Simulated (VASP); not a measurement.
# PtS2 in VASP: a series of runs

The runs below take PtS2 through single point, with PBE+D3(BJ).

Everything below comes from runs of VASP 6.6.1. Logs are shortened: lines on timing, memory, paths and dates and some standing lists are left out, and cuts for length are marked.

## Step 1: The cell of the first run

The cell holds a slab with vacuum, 6 atoms: a = 3.542 Å, b = 3.542 Å, c = 22.467 Å, α = 90.00°, β = 90.00°, γ = 120.00°.

## Step 2: Single point, PBE+D3(BJ)

Input file INCAR:

```
SYSTEM = PtS2
  PREC = Accurate
  ENCUT = 520
  EDIFF = 1E-6
  ISMEAR = 0
  SIGMA = 0.05
  LREAL = .FALSE.
  LASPH = .TRUE.
  NELM = 80
  ALGO = Normal
  ISIF = 2
  LWAVE = .FALSE.
  LCHARG = .TRUE.
  LDIPOL = .TRUE.
  IDIPOL = 3
  DIPOL = 0.5 0.5 0.383
  GGA = PE
  IVDW = 12
  LELF = .TRUE.
  LVHAR = .TRUE.
  LVACPOTAV = .TRUE.
  NBANDS = 31
```

Input file KPOINTS:

```
regular mesh
0
G
  9 9 1
  0 0 0
```

Input file POSCAR:

```
PtS2
1.0
    3.5415266177      0.0000000000      0.0000000000
   -1.7707633089      3.0670520191      0.0000000000
    0.0000000000      0.0000000000     22.4670701842
S Pt
4 2
Direct
    0.6666666667      0.3333333333      0.2002931385
    0.3333333333      0.6666666667      0.3108342581
    0.3333333333      1.0000000000      0.4550453178
    0.0000000000      1.3333333333      0.5655864374
    0.0000000000      0.0000000000      0.2555636983
   -0.3333333333      0.6666666667      0.5103158776
```

Potentials or basis: VASP PAW PBE potentials, release 64 (S, Pt).

Started as:

```
$ cat potpaw_PBE.64/S/POTCAR potpaw_PBE.64/Pt/POTCAR > POTCAR
$ mpirun -np 1 vasp_std > vasp.out
```

OUTCAR:

```text
SYSTEM = PtS2
   PREC = Accurate
   ENCUT = 520
   EDIFF = 1E-6
   ISMEAR = 0
   LREAL = .FALSE.
   LASPH = .TRUE.
   NELM = 80
   ISIF = 2
   GGA = PE
   IVDW = 12
 IVDW          = 12

 ion  position               nearest neighbor table
   1  0.667  0.333  0.200-   5 2.39   5 2.39   5 2.39
   2  0.333  0.667  0.311-   5 2.39   5 2.39   5 2.39
   3  0.333  0.000  0.455-   6 2.39   6 2.39   6 2.39
   4  0.000  0.333  0.566-   6 2.39   6 2.39   6 2.39
   5  0.000  0.000  0.256-   1 2.39   2 2.39   1 2.39   2 2.39   1 2.39   2 2.39
   6  0.667  0.667  0.510-   3 2.39   4 2.39   4 2.39   3 2.39   3 2.39   4 2.39

  LATTYP: Found a hexagonal cell.
 ALAT       =     3.5415266177
 C/A-ratio  =     6.3438942042

  Lattice vectors:

 A1 = (   3.5415266177,   0.0000000000,   0.0000000000)
 A2 = (  -1.7707633089,   3.0670520191,   0.0000000000)
 A3 = (   0.0000000000,   0.0000000000,  22.4670701842)

Analysis of symmetry for initial positions (statically):
=====================================================================
 Subroutine PRICEL returns:
 Original cell was already a primitive cell.

 Routine SETGRP: Setting up the symmetry group for a
 hexagonal supercell.

 Subroutine GETGRP returns: Found  2 space group operations
 (whereof  1 operations were pure point group operations)
 out of a pool of 24 trial point group operations.

The static configuration has the point symmetry C_1 .
 The point group associated with its full space group is S_2 .

Analysis of symmetry for dynamics (positions and initial velocities):
=====================================================================
 Subroutine PRICEL returns:
 Original cell was already a primitive cell.

 Routine SETGRP: Setting up the symmetry group for a
 hexagonal supercell.

 Subroutine GETGRP returns: Found  2 space group operations
 (whereof  1 operations were pure point group operations)
 out of a pool of 24 trial point group operations.

The dynamic configuration has the point symmetry C_1 .
 The point group associated with its full space group is S_2 .

 Subroutine INISYM returns: Found  2 space group operations
 (whereof  1 operations are pure point group operations),
 and found     1 'primitive' translations

----------------------------------------------------------------------------------------

                                     Primitive cell

  volume of cell :     244.0384

  direct lattice vectors                    reciprocal lattice vectors
     3.541526618  0.000000000  0.000000000     0.282364107  0.163022993  0.000000000
    -1.770763309  3.067052019  0.000000000     0.000000000  0.326045986  0.000000000
     0.000000000  0.000000000 22.467070184     0.000000000  0.000000000  0.044509586

  length of vectors
     3.541526618  3.541526618 22.467070184     0.326045986  0.326045986  0.044509586

  position of ions in fractional coordinates (direct lattice)
     0.666666667  0.333333333  0.200293139
     0.333333333  0.666666667  0.310834258
     0.333333333  0.000000000  0.455045318
     0.000000000  0.333333333  0.565586437
     0.000000000  0.000000000  0.255563698
     0.666666667  0.666666667  0.510315878

  ion indices of the primitive-cell ions
   primitive index   ion index
                 1           1
                 2           2
                 3           3
                 4           4
                 5           5
                 6           6

----------------------------------------------------------------------------------------

 KPOINTS: regular mesh

Automatic generation of k-mesh.
 Grid dimensions read from file:
 generate k-points for:    9    9    1

 Generating k-lattice:

  Cartesian coordinates                     Fractional coordinates (reciprocal lattice)
     0.031373790  0.018113666  0.000000000     0.111111111  0.000000000  0.000000000
     0.000000000  0.036227332  0.000000000     0.000000000  0.111111111  0.000000000
     0.000000000  0.000000000  0.044509586     0.000000000  0.000000000  1.000000000

  Length of vectors
     0.036227332  0.036227332  0.044509586

  Shift w.r.t. Gamma in fractional coordinates (k-lattice)
     0.000000000  0.000000000  0.000000000

 Subroutine IBZKPT returns following result:
 ===========================================

 Found     41 irreducible k-points:

 Following reciprocal coordinates:
            Coordinates               Weight
  0.000000  0.000000  0.000000      1.000000
  0.111111 -0.000000  0.000000      2.000000
  0.000000  0.111111  0.000000      2.000000
 -0.111111  0.111111  0.000000      2.000000
  0.222222 -0.000000  0.000000      2.000000
  0.000000  0.222222  0.000000      2.000000
[... 16 lines left out ...]
  0.333333  0.111111  0.000000      2.000000
 -0.111111  0.444444  0.000000      2.000000
 [... further k-points ...]
   k-points           NKPTS =     41   k-points in BZ     NKDIM =     41   number of bands    NBANDS=     31
   number of dos      NEDOS =    301   number of ions     NIONS =      6
   total plane-waves  NPLWV = 131712
   dimension x,y,z NGX =    28 NGY =   28 NGZ =  168
   dimension x,y,z NGXF=    56 NGYF=   56 NGZF=  336
   ions per type =               4   2
   NGX,Y,Z   is equivalent  to a cutoff of  13.14, 13.14, 12.43 a.u.
   NGXF,Y,Z  is equivalent  to a cutoff of  26.29, 26.29, 24.86 a.u.
 SYSTEM =  PtS2
   PREC   = accura    normal or accurate (medium, high low for compatibility)
   ISTART =      0    job   : 0-new  1-cont  2-samecut
   ICHARG =      2    charge: 1-file 2-atom 10-const
   ISPIN  =      1    spin polarized calculation?
   LNONCOLLINEAR =      F non collinear calculations
   LSORBIT =      F    spin-orbit coupling
   LASPH  =      T    aspherical Exc in radial PAW
   ENCUT  =  520.0 eV  38.22 Ry    6.18 a.u.   6.58  6.58 41.77*2*pi/ulx,y,z
   NELM   =     80;   NELMIN=  2; NELMDL= -5     # of ELM steps
   EDIFF  = 0.1E-05   stopping-criterion for ELM
   LREAL  =      F    real-space projection
   EDIFFG = 0.1E-04   stopping-criterion for IOM
   NSW    =      0    number of steps for IOM
   IBRION =     -1    ionic relax: 0-MD 1-quasi-New 2-CG
   NFREE  =      0    steps in history (QN), initial steepest desc. (CG)
   ISIF   =      2    stress and relaxation
   ISYM   =      2    0-nonsym 1-usesym 2-fastsym
   POTIM  = 0.5000    time-step for ionic-motion
   TEBEG  =    0.0;   TEEND  =   0.0 temperature during run
   PSTRESS=    0.0 pullay stress
   NELECT =      44.0000    total number of electrons
   NUPDOWN=      -1.0000    fix difference up-down
   EMIN   =  10.00;   EMAX   =-10.00  energy-range for DOS
   EFERMI =   0.00;   METHOD = LEGACY
   ISMEAR =     0;   SIGMA  =   0.05  broadening in eV -4-tet -1-fermi 0-gaus
   EFERMI_NEDOS =   21; number of points for ismear=-14 and -15
   IALGO  =     38    algorithm
   IMIX   =      4    mixing-type and parameters
     AMIX     =   0.40;   BMIX     =  1.00
     AMIX_MAG =   1.60;   BMIX_MAG =  1.00
  volume/ion in A,a.u.               =      40.67       274.48
  Fermi-wavevector in a.u.,A,eV,Ry     =   0.924854  1.747720 11.637802  0.855354
  Thomas-Fermi vector in A             =   2.050645
   LORBIT       =      0    0 simple, 1 ext, 2 COOP (PROOUT), +10 PAW based schemes
   GGA     = PE    functional components
   LHFCALC =     F    Hartree Fock is set to
   AEXX    =    0.0000 exact exchange contribution
   IVDW    =    12    specifies the selected vdW correction
   LEPSILON=     F    determine dielectric tensor
   LRPA    =     F    only Hartree local field effects (RPA)
 non-spin polarized calculation
 Gauss-broadening in eV      SIGMA  =   0.05
  energy-cutoff  :      520.00
  volume of cell :      244.04
 maximum number of plane-waves:      6671
   NGX = 13   NGY = 13   NGZ = 83

 number of electron      44.0000000 magnetization

 dipolmoment           0.000000      0.000000     -0.000014 electrons x Angstroem

 Free energy of the ion-electron system (eV)
  ---------------------------------------------------
  ext. energy  EPLUGINS =         0.00000000
  ---------------------------------------------------
  free energy    TOTEN  =       -30.86951164 eV

  energy without entropy =      -30.86951164  energy(sigma->0) =      -30.86951164

 E-fermi :  -0.2199     XC(G=0):  -5.4407

 val. band max:       -0.4844886366   @ k =  -0.2222   0.1111   0.0000
 cond. band min:       0.8174858195   @ k =   0.2222  -0.0000   0.0000
 fundamental gap:      1.3019744561
 Fermi energy:        -0.2199396004

 k-point     1 :       0.0000    0.0000    0.0000
  band No.  band energies     occupation
      1     -14.9257      2.00000
      2     -14.8599      2.00000
      3     -12.7697      2.00000
      4     -12.6198      2.00000
      5      -6.3909      2.00000
      6      -6.3909      2.00000
[... 23 lines left out ...]
     30       5.3624      0.00000
     31       5.5488      0.00000

 k-point     2 :       0.1111   -0.0000    0.0000
  band No.  band energies     occupation
      1     -14.7719      2.00000
      2     -14.7053      2.00000
      3     -12.7959      2.00000
      4     -12.6565      2.00000
      5      -6.4177      2.00000
      6      -6.3624      2.00000
[... 23 lines left out ...]
     30       5.9402      0.00000
     31       5.9676      0.00000

 k-point     3 :       0.0000    0.1111    0.0000
  band No.  band energies     occupation
      1     -14.7716      2.00000
      2     -14.7056      2.00000
      3     -12.7947      2.00000
      4     -12.6576      2.00000
      5      -6.4164      2.00000
      6      -6.3636      2.00000
[... 703 lines left out ...]
     30       6.9041      0.00000
     31       7.3624      0.00000

 k-point    24 :      -0.1111    0.4444    0.0000
  band No.  band energies     occupation
      1     -13.4452      2.00000
      2     -13.3889      2.00000
      3     -12.9495      2.00000
      4     -12.8970      2.00000
      5      -6.7565      2.00000
      6      -6.6863      2.00000
[... 23 lines left out ...]
     30       7.0046      0.00000
     31       7.3493      0.00000

 [... further k-points ...]

------------------------ aborting loop because EDIFF is reached ----------------------------------------

 Edisp (eV)   -1.92619

 E8    (eV) :    -0.7979

  FORCE on cell =-STRESS in cart. coord.  units (eV):
  Direction    XX          YY          ZZ          XY          YZ          ZX
  --------------------------------------------------------------------------------------
  -------------------------------------------------------------------------------------
  Total      -0.50119    -0.36389    -0.58211    -0.04063     0.22140    -0.12426
  in kB      -3.29042    -2.38904    -3.82168    -0.26674     1.45356    -0.81580
  external pressure =       -3.17 kB  Pullay stress =        0.00 kB

 VOLUME and BASIS-vectors are now :
 -----------------------------------------------------------------------------
  energy-cutoff  :      520.00
  volume of cell :      244.04
      direct lattice vectors                 reciprocal lattice vectors
     3.541526618  0.000000000  0.000000000     0.282364107  0.163022993  0.000000000
    -1.770763309  3.067052019  0.000000000     0.000000000  0.326045986  0.000000000
     0.000000000  0.000000000 22.467070184     0.000000000  0.000000000  0.044509586

 POSITION                                       TOTAL-FORCE (eV/Angst)
 -----------------------------------------------------------------------------------
      1.77076      1.02235      4.50000         0.007688     -0.025394      0.035382
     -0.00000      2.04470      6.98354         0.018932     -0.064049     -0.058141
      1.18051      0.00000     10.22354        -0.018932      0.064049      0.058141
     -0.59025      1.02235     12.70707        -0.007688      0.025394     -0.035382
      0.00000      0.00000      5.74177        -0.000056      0.033998      0.072629
      1.18051      2.04470     11.46530         0.000056     -0.033998     -0.072629
 -----------------------------------------------------------------------------------
    total drift:                                0.000003      0.000003     -0.000464

  FREE ENERGIE OF THE ION-ELECTRON SYSTEM (eV)
  ---------------------------------------------------
  free  energy   TOTEN  =       -32.7957044862 eV

  energy  without entropy=      -32.7957044862  energy(sigma->0) =      -32.79570449

 vacuum level on the upper side and lower side of the slab         5.489         5.489
```

Run time: 3.1 min. Hardware: 1 thread of Intel Xeon 6975P-C (Granite Rapids), shared host; peak memory 0.52 GiB.

Results:

```
Free energy                : -32.7957 eV
Largest force              : 0.089 eV/Å
Band gap on the k mesh     : 1.30 eV, indirect (least direct gap 1.42 eV)
Dispersion energy per atom : -0.321 eV
```

Forces in eV/Å, atoms in the order of the input:
```
S    0.008 -0.025  0.035
S    0.019 -0.064 -0.058
S   -0.019  0.064  0.058
S   -0.008  0.025 -0.035
Pt   0.000  0.034  0.073
Pt   0.000 -0.034 -0.073
```

Caveat: spin-orbit coupling is left out, which moves the levels of the heavy elements.

## Step 3: Single point, PBE+D3(BJ)

Input file INCAR:

```
ALGO = Normal
DIPOL = 0.5 0.5 0.383
EDIFF = 1E-6
ENCUT = 520
GGA = PE
IDIPOL = 3
ISIF = 2
ISMEAR = 0
IVDW = 12
LASPH = True
LCHARG = True
LDIPOL = True
LELF = True
LREAL = False
LVACPOTAV = True
LVHAR = True
LWAVE = False
NBANDS = 31
NELM = 100
PREC = Accurate
SIGMA = 0.05
```

Input file KPOINTS:

```
k-points
0
Gamma
  9 9 1
```

Input file POSCAR:

```
PtS2
1.0
    3.5415266177      0.0000000000      0.0000000000
   -1.7707633089      3.0670520191      0.0000000000
    0.0000000000      0.0000000000     22.4670701842
S Pt
4 2
Direct
    0.6666666667      0.3333333333      0.2002931385
    0.3333333333      0.6666666667      0.3108342581
    0.3333333333      0.8333333333      0.4550453178
    0.0000000000      1.1666666667      0.5655864374
    0.0000000000      0.0000000000      0.2555636983
   -0.3333333333      0.5000000000      0.5103158776
```

Potentials or basis: VASP PAW PBE potentials, release 64 (S, Pt).

Started as:

```
$ cat potpaw_PBE.64/S/POTCAR potpaw_PBE.64/Pt/POTCAR > POTCAR
$ mpirun -np 1 vasp_std > vasp.out
```

Run time: 3.2 min. Hardware: 1 thread of Intel Xeon 6975P-C (Granite Rapids), shared host; peak memory 0.52 GiB.

It converged, with:

| Item | Value |
| --- | --- |
| Free energy | -32.7529 eV |
| Largest force | 0.171 eV/Å |
| Band gap on the k mesh | 1.21 eV, indirect (least direct gap 1.34 eV) |
| Dispersion energy per atom | -0.321 eV |

Forces on the atoms (eV/Å):
```
S    0.012 -0.027  0.038
S    0.032 -0.069 -0.153
S   -0.032  0.069  0.153
S   -0.012  0.027 -0.038
Pt  -0.011  0.034  0.033
Pt   0.011 -0.034 -0.033
```

Levels at points of the mesh, in eV from the valence-band top:
```
           k point  band 20  band 21  band 22  band 23  band 24  band 25
(0.00, 0.00, 0.00)    -0.67    -0.66    -0.46     2.72     2.75     2.81
```

Caveat: spin-orbit coupling is left out, which moves the levels of the heavy elements.

## Step 4: Single point, PBE+D3(BJ)

Input file INCAR:

```
SYSTEM = PtS2
  ALGO = Normal
  DIPOL = 0.5 0.5 0.383
  EDIFF = 1E-6
  ENCUT = 520
  GGA = PE
  IDIPOL = 3
  ISIF = 2
  ISMEAR = 0
  IVDW = 12
  LASPH = .True.
  LCHARG = .False.
  LDIPOL = .True.
  LREAL = .False.
  LWAVE = .False.
  NBANDS = 31
  NELM = 60
  PREC = Accurate
  SIGMA = 0.05
```

Input file KPOINTS:

```
k-points
0
Gamma
  9 9 1
  0 0 0
```

Input file POSCAR:

```
PtS2
1.0
    3.5415266177      0.0000000000      0.0000000000
   -1.7707633089      3.0670520191      0.0000000000
    0.0000000000      0.0000000000     22.4670701842
S Pt
4 2
Direct
    0.6666666667      0.3333333333      0.2002931385
    0.3333333333      0.6666666667      0.3108342581
    0.5000000000      1.3333333333      0.4550453178
    0.1666666667      1.6666666667      0.5655864374
    0.0000000000      0.0000000000      0.2555636983
   -0.1666666667      1.0000000000      0.5103158776
```

Started as:

```
$ cat potpaw_PBE.64/S/POTCAR potpaw_PBE.64/Pt/POTCAR > POTCAR
$ mpirun -np 1 vasp_std > vasp.out
```

Run time: 3 min. Hardware: 1 thread of Intel Xeon 6975P-C (Granite Rapids), shared host; peak memory 0.52 GiB.

Results (log left out):

```
Free energy                : -32.8166 eV
Largest force              : 0.104 eV/Å
Band gap on the k mesh     : 1.36 eV, indirect (least direct gap 1.48 eV)
Dispersion energy per atom : -0.321 eV
```

Forces in eV/Å, atoms in the order of the input:
```
S   -0.016  0.007  0.032
S   -0.040  0.015 -0.017
S    0.040 -0.015  0.017
S    0.016 -0.007 -0.032
Pt   0.026 -0.006  0.100
Pt  -0.026  0.006 -0.100
```

Levels at points of the mesh, in eV from the valence-band top:
| k point | band 18 | band 19 | band 20 | band 21 | band 22 | band 23 | band 24 | band 25 | band 26 | band 27 |
| --- | --- | --- | --- | --- | --- | --- | --- | --- | --- | --- |
| (0.00, 0.00, 0.00) | -0.60 | -0.58 | -0.56 | -0.55 | -0.45 | 2.85 | 2.91 | 2.91 | 2.96 | 5.17 |

Caveat: spin-orbit coupling is left out, which moves the levels of the heavy elements.
